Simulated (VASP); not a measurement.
## Li2Hg: relaxation of cell and atoms with PBE

The system is Li2Hg.

```
Li Hg
1.0
    -3.20540    3.20540    2.99624
     3.20540   -3.20540    2.99624
     3.20540    3.20540   -2.99624
Li Hg
4 2
Direct
  0.66401 0.16401 0.82802
  0.16401 0.33599 0.50000
  0.33599 0.83599 0.17198
  0.83599 0.66401 0.50000
  0.25000 0.25000 0.00000
  0.75000 0.75000 0.00000
```

| Item | Value |
| --- | --- |
| Program | VASP 6.6.1 |
| Task | relaxation of cell and atoms |
| Functional | PBE |
| Potentials or basis | VASP PAW PBE potentials, release 64 (Li_sv, Hg) |
| Cutoff | 600 eV |
| k mesh | 8 × 8 × 8 |
| Occupations | gaussian, width 0.1 eV |
| Spin | no spin polarisation |
| Dipole correction | no |
| Further INCAR settings | ALGO = Fast; EDIFF = 1e-06; IBRION = 2; EDIFFG = -0.01; NSW = 100; ISIF = 3 |

```
Relaxed volume                        : 20.34 Å³/atom
Relaxed cell                          : a = 5.414 Å, b = 5.414 Å, c = 5.414 Å, α = 108.50°, β = 108.50°, γ = 111.43°
Space group after relaxing (to 0.1 Å) : I4/mcm (No. 140)
Energy gained by relaxing             : 1.1 meV/atom
Ionic steps                           : 6
Pressure after relaxing               : 0.0 GPa
Largest force after relaxing          : 0.004 eV/Å
Band gap on the k mesh                : zero (bands 18 and 19 overlap by 1.99 eV)
```

Forces in eV/Å, atoms in the order of the input:
```
Li   0.003  0.003  0.000
Li  -0.003  0.003  0.000
Li  -0.003 -0.003  0.000
Li   0.003 -0.003  0.000
Hg   0.000  0.000  0.000
Hg   0.000  0.000  0.000
```

The path:
```
step  energy change (eV)  largest force (eV/Å)  pressure (GPa)  volume (Å³)
   1              0.0000                0.0002           -0.05       123.14
   2             -0.0022                0.0013           -0.07       123.02
   3             -0.0059                0.0052           -0.09       122.66
   4             -0.0033                0.0142           -0.08       121.86
   5             -0.0065                0.0075           -0.09       122.43
   6             -0.0066                0.0036           -0.02       122.02
```

Final structure:
```cif
data_structure
_symmetry_space_group_name_H-M 'P 1'
_symmetry_Int_Tables_number 1
_cell_length_a 5.4136
_cell_length_b 5.4136
_cell_length_c 5.4136
_cell_angle_alpha 108.498
_cell_angle_beta 108.498
_cell_angle_gamma 111.435
_cell_volume 122.02
loop_
_atom_site_label
_atom_site_type_symbol
_atom_site_fract_x
_atom_site_fract_y
_atom_site_fract_z
_atom_site_occupancy
Li1 Li 0.66410 0.16410 0.82819 1
Li2 Li 0.16410 0.33590 0.50000 1
Li3 Li 0.33590 0.83590 0.17181 1
Li4 Li 0.83590 0.66410 0.50000 1
Hg1 Hg 0.25000 0.25000 0.00000 1
Hg2 Hg 0.75000 0.75000 0.00000 1
```

Levels at points of the mesh, in eV from the Fermi level:
| k point | band 16 | band 17 | band 18 | band 19 | band 20 | band 21 |
| --- | --- | --- | --- | --- | --- | --- |
| (0.00, 0.00, 0.00) | -1.17 | -0.57 | 0.68 | 0.68 | 1.05 | 1.05 |
| (0.50, 0.00, 0.00) | -5.41 | -0.33 | -0.33 | 0.59 | 0.59 | 3.64 |
| (0.50, 0.50, 0.00) | -2.63 | -2.09 | -0.95 | -0.12 | 1.48 | 2.25 |
| (0.50, 0.50, 0.50) | -3.01 | -1.47 | -1.47 | -1.31 | -0.06 | 4.69 |

Run time: 11 min on 1 thread of Intel(R) Xeon(R) 6975P-C (Granite Rapids) (shared host), peak memory 0.46 GiB.

Caveat: the cutoff is under 1.25 times the usual one of these potentials, so pressure, stress and relaxed cells hold a basis-set (Pulay) error; spin-orbit coupling is left out, which moves the levels of the heavy elements.
